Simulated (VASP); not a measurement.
# Sc7As (P4/mmm) in VASP: a series of runs

Runs on Sc7As. Level: PBE. Tasks: single point.

Program: VASP 6.6.1. These are calculated values, not measurements. Logs are shortened: lines on timing, memory, paths and dates and some standing lists are left out, and cuts for length are marked.

**1. The cell of the first run**

It takes space group P4/mmm (No. 123, tetragonal). Conventional cell: a = 6.389 Å, b = 6.389 Å, c = 4.418 Å, α = 90.00°, β = 90.00°, γ = 90.00°. Sc (site symmetry m2m) has 2 As at 3.14 Å and 10 Sc at 3.15 to 3.23 Å within 4.1 Å. Sc (site symmetry mmm) has 10 Sc at 3.16 to 3.19 Å and 2 As at 3.19 Å within 4.2 Å. Within 4.2 Å of Sc (site symmetry 4/mmm) lie 12 Sc at 3.18 to 3.19 Å. Within 4.1 Å of As (site symmetry 4/mmm) lie 12 Sc at 3.14 to 3.19 Å.

The cell was generated, and may not be a known phase.

**2. Single point, PBE, collinear spin**

INCAR reads:

```
  ALGO = Normal
  EDIFF = 1E-7
  ENCUT = 520
  GGA = PE
  ISIF = 2
  ISMEAR = 0
  ISPIN = 2
  LASPH = True
  LCHARG = False
  LMAXMIX = 4
  LORBIT = 11
  LREAL = False
  LWAVE = False
  MAGMOM = 1 1 1 1 1 1 1 0
  NBANDS = 55
  NELM = 150
  PREC = Accurate
  SIGMA = 0.1
```

KPOINTS reads:

```
k-points
0
Gamma
  4 4 4
```

POSCAR reads:

```
Sc7As
1.0
    6.3889457244      0.0000000000      0.0000000000
    0.0000000000      6.3889457244      0.0000000000
    0.0000000000      0.0000000000      4.4182819418
Sc As
7 1
Direct
    0.7530973435      0.7530973435      0.5000000000
    0.2469026565      0.2469026565      0.5000000000
    0.2469026565      0.7530973435      0.5000000000
    0.7530973435      0.2469026565      0.5000000000
    0.5000000000      0.0000000000      0.0000000000
    0.0000000000      0.5000000000      0.0000000000
    0.5000000000      0.5000000000      0.0000000000
    0.0000000000      0.0000000000      0.0000000000
```

Potentials or basis: VASP PAW PBE potentials, release 64 (Sc_sv, As).

The run is started by

```bash
cat potpaw_PBE.64/Sc_sv/POTCAR potpaw_PBE.64/As/POTCAR > POTCAR
mpirun -np 1 vasp_std > vasp.out
```

OUTCAR:

```text
EDIFF = 1E-7
   ENCUT = 520
   GGA = PE
   ISIF = 2
   ISMEAR = 0
   ISPIN = 2
   LASPH = True
   LORBIT = 11
   LREAL = False
   NELM = 150
   PREC = Accurate

 ion  position               nearest neighbor table
   1  0.753  0.753  0.500-   8 3.14   8 3.14   3 3.15   4 3.15   5 3.16   5 3.16   6 3.16   6 3.16
                             7 3.18   7 3.18   4 3.23   3 3.23
   2  0.247  0.247  0.500-   8 3.14   8 3.14   3 3.15   4 3.15   5 3.16   5 3.16   6 3.16   6 3.16
                             7 3.18   7 3.18   4 3.23   3 3.23
   3  0.247  0.753  0.500-   8 3.14   8 3.14   1 3.15   2 3.15   5 3.16   5 3.16   6 3.16   6 3.16
                             7 3.18   7 3.18   1 3.23   2 3.23
   4  0.753  0.247  0.500-   8 3.14   8 3.14   1 3.15   2 3.15   5 3.16   5 3.16   6 3.16   6 3.16
                             7 3.18   7 3.18   1 3.23   2 3.23
   5  0.500  0.000  0.000-   1 3.16   2 3.16   3 3.16   4 3.16   1 3.16   2 3.16   3 3.16   4 3.16
                             7 3.19   7 3.19
   6  0.000  0.500  0.000-   1 3.16   2 3.16   3 3.16   4 3.16   1 3.16   2 3.16   3 3.16   4 3.16
                             7 3.19   7 3.19
   7  0.500  0.500  0.000-   1 3.18   2 3.18   3 3.18   4 3.18   1 3.18   2 3.18   3 3.18   4 3.18
                             5 3.19   6 3.19   5 3.19   6 3.19
   8  0.000  0.000  0.000-   1 3.14   2 3.14   3 3.14   4 3.14   1 3.14   2 3.14   3 3.14   4 3.14

  LATTYP: Found a simple tetragonal cell.
 ALAT       =     6.3889457244
 C/A-ratio  =     0.6915510215

  Lattice vectors:

 A1 = (   6.3889457244,   0.0000000000,   0.0000000000)
 A2 = (   0.0000000000,   6.3889457244,   0.0000000000)
 A3 = (   0.0000000000,   0.0000000000,   4.4182819418)

Analysis of symmetry for initial positions (statically):
=====================================================================
 Subroutine PRICEL returns:
 Original cell was already a primitive cell.

 Routine SETGRP: Setting up the symmetry group for a
 simple tetragonal supercell.

 Subroutine GETGRP returns: Found 16 space group operations
 (whereof 16 operations were pure point group operations)
 out of a pool of 16 trial point group operations.

The static configuration has the point symmetry D_4h.

Analysis of symmetry for dynamics (positions and initial velocities):
=====================================================================
 Subroutine PRICEL returns:
 Original cell was already a primitive cell.

 Routine SETGRP: Setting up the symmetry group for a
 simple tetragonal supercell.

 Subroutine GETGRP returns: Found 16 space group operations
 (whereof 16 operations were pure point group operations)
 out of a pool of 16 trial point group operations.
[... 167 lines left out ...]
  free energy    TOTEN  =       -49.78334897 eV

  energy without entropy =      -49.72076288  energy(sigma->0) =      -49.75205593

 E-fermi :   4.5150     XC(G=0): -10.1926

 val. band max:        4.4933024399   @ k =   0.5000   0.0000   0.0000
 cond. band min:       4.5281679724   @ k =   0.5000   0.2500   0.2500
 fundamental gap:      0.0348655325
 Fermi energy:         4.5150306861

 spin component 1

 k-point     1 :       0.0000    0.0000    0.0000
  band No.  band energies     occupation
      1     -44.9276      1.00000
      2     -44.8766      1.00000
      3     -44.8766      1.00000
      4     -44.8503      1.00000
      5     -44.8424      1.00000
      6     -44.8212      1.00000
[... 997 lines left out ...]
     52       6.1607      0.00000
     53       6.5239      0.00000
 Fermi energy:         4.5150306861

 spin component 2

 k-point     1 :       0.0000    0.0000    0.0000
  band No.  band energies     occupation
      1     -44.9276      1.00000
      2     -44.8765      1.00000
      3     -44.8765      1.00000
      4     -44.8502      1.00000
      5     -44.8423      1.00000
      6     -44.8211      1.00000
[... 997 lines left out ...]
     52       6.1607      0.00000
     53       6.5240      0.00000
 [bands above 53 left out]

------------------------ aborting loop because EDIFF is reached ----------------------------------------

  FORCE on cell =-STRESS in cart. coord.  units (eV):
  Direction    XX          YY          ZZ          XY          YZ          ZX
  --------------------------------------------------------------------------------------
  -------------------------------------------------------------------------------------
  Total        0.6346732      0.6346732     -0.7160433      0.0000000     -0.0000000      0.0000000
  in kB        5.6383095      5.6383095     -6.3611856      0.0000000     -0.0000000      0.0000000
  external PRESSURE =       1.6384778 kB  Pullay stress =       0.0000000 kB

 VOLUME and BASIS-vectors are now :
 -----------------------------------------------------------------------------
  energy-cutoff  :      520.00
  volume of cell :      180.35
      direct lattice vectors                 reciprocal lattice vectors
     6.388945724  0.000000000  0.000000000     0.156520347  0.000000000  0.000000000
     0.000000000  6.388945724  0.000000000     0.000000000  0.156520347  0.000000000
     0.000000000  0.000000000  4.418281942     0.000000000  0.000000000  0.226332319

 POSITION                                       TOTAL-FORCE (eV/Angst)
 -----------------------------------------------------------------------------------
      4.81150      4.81150      2.20914        -0.001893     -0.001893      0.000000
      1.57745      1.57745      2.20914         0.001893      0.001893      0.000000
      1.57745      4.81150      2.20914         0.001893     -0.001893      0.000000
      4.81150      1.57745      2.20914        -0.001893      0.001893     -0.000000
      3.19447      0.00000      0.00000         0.000000      0.000000      0.000000
      0.00000      3.19447      0.00000         0.000000      0.000000      0.000000
      3.19447      3.19447      0.00000         0.000000      0.000000      0.000000
      0.00000      0.00000      0.00000         0.000000      0.000000      0.000000
 -----------------------------------------------------------------------------------
    total drift:                                0.000000      0.000000      0.000000

  FREE ENERGIE OF THE ION-ELECTRON SYSTEM (eV)
  ---------------------------------------------------
  free  energy   TOTEN  =       -49.7833489678 eV

  energy  without entropy=      -49.7207628827  energy(sigma->0) =      -49.75205593

 total charge

# of ion       s       p       d       tot
------------------------------------------
    1        2.266   6.094   1.083   9.443
    2        2.266   6.094   1.083   9.443
    3        2.266   6.094   1.083   9.443
    4        2.266   6.094   1.083   9.443
    5        2.276   6.092   1.084   9.452
    6        2.276   6.092   1.084   9.452
    7        2.287   6.137   1.039   9.463
    8        1.199   1.453   0.033   2.685
--------------------------------------------------
tot         17.103  44.150   7.572  68.825

 magnetization (x)

# of ion       s       p       d       tot
------------------------------------------
    1        0.000   0.000   0.000   0.000
    2        0.000   0.000   0.000   0.000
    3        0.000   0.000   0.000   0.000
    4        0.000   0.000   0.000   0.000
    5        0.000   0.000   0.000   0.000
    6        0.000   0.000   0.000   0.000
    7       -0.000  -0.000  -0.000  -0.000
    8       -0.000  -0.000   0.000  -0.000
--------------------------------------------------
tot          0.000   0.000   0.001   0.001
```

OSZICAR:

```text
N       E                     dE             d eps       ncg     rms          rms(c)
DAV:   1     0.176403817550E+04    0.17640E+04   -0.35500E+04  3992   0.158E+03
DAV:   2     0.101965600000E+03   -0.16621E+04   -0.16338E+04  5336   0.737E+02
DAV:   3    -0.445169872426E+02   -0.14648E+03   -0.13907E+03  6416   0.291E+02
[... 16 lines left out ...]
DAV:  20    -0.497833220799E+02   -0.52391E-04   -0.36851E-04  5736   0.655E-02    0.768E-03
DAV:  21    -0.497833403729E+02   -0.18293E-04   -0.14290E-04  6344   0.404E-02    0.666E-03
DAV:  22    -0.497833462473E+02   -0.58744E-05   -0.37651E-05  6336   0.222E-02    0.359E-03
DAV:  23    -0.497833482954E+02   -0.20481E-05   -0.49049E-05  5808   0.240E-02    0.158E-03
DAV:  24    -0.497833489117E+02   -0.61623E-06   -0.61699E-06  5104   0.102E-02    0.109E-03
DAV:  25    -0.497833489678E+02   -0.56114E-07   -0.48541E-07  4152   0.369E-03
   1 F= -.49783349E+02 E0= -.49752056E+02  d E =-.625861E-01  mag=     0.0012
```

stdout:

```text
POSCAR found type information on POSCAR ScAs
 POSCAR found :  2 types and       8 ions
 scaLAPACK will be used
 LDA part: xc-table for (Slater+PW92), standard interpolation
 POSCAR, INCAR and KPOINTS ok, starting setup
 FFT: planning ... GRIDC
 FFT: planning ... GRID_SOFT
 FFT: planning ... GRID
 WAVECAR not read
 entering main loop
```

Run time: 15 min. Hardware: 1 thread of Intel Xeon 8259CL, shared host; peak memory 0.44 GiB.

What came out:

```yaml
Free_energy: -49.7833 eV
Pressure: 0.2 GPa
Band_gap_on_the_k_mesh: zero (filled and empty bands overlap)
Net_moment: 0.00 μB per cell
Valence_electrons_inside_the_program's_atomic_spheres: Sc 9.44, 9.45, 9.46 (each value once); As 2.69
```

Forces on the atoms (eV/Å):
```
Sc  -0.002 -0.002  0.000
Sc   0.002  0.002  0.000
Sc   0.002 -0.002  0.000
Sc  -0.002  0.002  0.000
Sc   0.000  0.000  0.000
Sc   0.000  0.000  0.000
Sc   0.000  0.000  0.000
As   0.000  0.000  0.000
```

**3. Single point, PBE**

This run uses another cell than the first one, of 23.14 Å³/atom.

INCAR reads:

```
SYSTEM = Sc7As
ALGO = Fast
EDIFF = 1E-7
ENCUT = 520
GGA = PE
ISIF = 2
ISMEAR = 0
LASPH = .True.
LCHARG = .True.
LELF = .True.
LREAL = .False.
LVHAR = .True.
LWAVE = .False.
NBANDS = 51
NELM = 60
PREC = Accurate
SIGMA = 0.1
```

KPOINTS reads:

```
k-points
0
Gamma
  4 4 10
  0 0 0
```

POSCAR reads:

```
Sc7As
1.0
    7.2228747462      0.0000000000      0.0000000000
    0.0000000000      7.2228747462      0.0000000000
    0.0000000000      0.0000000000      3.5480463228
Sc As
7 1
Direct
    0.7768795772      0.7768795772      0.5000000000
    0.2231204228      0.2231204228      0.5000000000
    0.2231204228      0.7768795772      0.5000000000
    0.7768795772      0.2231204228      0.5000000000
    0.5000000000      0.0000000000      0.0000000000
    0.0000000000      0.5000000000      0.0000000000
    0.5000000000      0.5000000000      0.0000000000
    0.0000000000      0.0000000000      0.0000000000
```

Potentials or basis: VASP PAW PBE potentials, release 64 (Sc_sv, As).

The run is started by

```bash
cat potpaw_PBE.64/Sc_sv/POTCAR potpaw_PBE.64/As/POTCAR > POTCAR
mpirun -np 1 vasp_std > vasp.out
```

Run time: 6.4 min. Hardware: 1 thread of Intel Xeon 6975P-C (Granite Rapids), shared host; peak memory 0.42 GiB.

Results (log left out):

| Property | Result |
| --- | --- |
| Free energy | -50.0668 eV |
| Pressure | 0.1 GPa |
| Largest force | 0.007 eV/Å |
| Band gap on the k mesh | zero (bands 41 and 42 overlap by 0.54 eV) |

Forces in eV/Å, atoms in the order of the input:
```
Sc  -0.005 -0.005  0.000
Sc   0.005  0.005  0.000
Sc   0.005 -0.005  0.000
Sc  -0.005  0.005  0.000
Sc   0.000  0.000  0.000
Sc   0.000  0.000  0.000
Sc   0.000  0.000  0.000
As   0.000  0.000  0.000
```

Levels at points of the mesh, in eV from the Fermi level:
```
           k point  band 39  band 40  band 41  band 42  band 43  band 44
(0.00, 0.00, 0.00)    -0.56    -0.56     0.48     0.48     0.59     0.59
(0.50, 0.00, 0.00)    -0.58    -0.23    -0.02     0.19     0.30     0.87
(0.50, 0.50, 0.00)    -0.47    -0.32    -0.13     0.45     0.50     0.50
(0.00, 0.00, 0.50)    -0.21    -0.21     0.24     0.26     0.30     0.30
(0.50, 0.00, 0.50)    -0.11    -0.10     0.05     0.08     0.12     0.14
(0.50, 0.50, 0.50)    -0.77    -0.15    -0.07    -0.06     0.17     0.17
```

The gap in the log of VASP goes by the Fermi energy; the results here count the filled bands.